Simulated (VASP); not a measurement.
Wanted: the native input for a VASP 6.6.1 run.

| Property | Result |
| --- | --- |
| Task | single point |
| Functional | PBE |
| Potentials or basis | VASP PAW PBE potentials, release 64 (B, N) |
| Cutoff | 520 eV |
| k mesh | 12 × 12 × 4 |
| Occupations | gaussian, width 0.01 eV |
| Spin | no spin polarisation |
| Dipole correction | no |
| Further INCAR settings | ALGO = Normal; EDIFF = 1e-07; NBANDS = 16 |

The structure of BN lies in POSCAR:

```
BN
1.0
    2.5008381060      0.0000000000      0.0000000000
   -1.2504190530      2.1657893305      0.0000000000
    0.0000000000      0.0000000000      6.8931301039
B N
2 2
Direct
    0.3333333333      0.6666666667      0.2500000000
    0.6666666667      0.3333333333      0.7500000000
    0.6666666667      0.3333333333      0.2500000000
    0.3333333333      0.6666666667      0.7500000000
```

These files were run (other wordings do the same):

INCAR

```
PREC = Accurate
ENCUT = 520
EDIFF = 1E-7
ISMEAR = 0
SIGMA = 0.01
LREAL = False
LASPH = True
NELM = 100
ALGO = Normal
ISIF = 2
LWAVE = False
LCHARG = False
GGA = PE
NBANDS = 16
```

KPOINTS

```
regular mesh
0
Gamma
  12 12 4
```

Potentials or basis: VASP PAW PBE potentials, release 64 (B, N).

The run is started by

```sh
$ cat potpaw_PBE.64/B/POTCAR potpaw_PBE.64/N/POTCAR > POTCAR
$ mpirun -np 1 vasp_std > vasp.out
```

It gave:

```
Pressure               : 3.9 GPa
Band gap on the k mesh : 4.34 eV, indirect (least direct gap 4.66 eV)
```

Caveat: this functional lacks dispersion, which binds the layers, so the pressure and a relaxed spacing across them are unreliable.

Run time: 58 s on 1 thread of AMD EPYC 7R13 (shared host), peak memory 0.13 GiB.
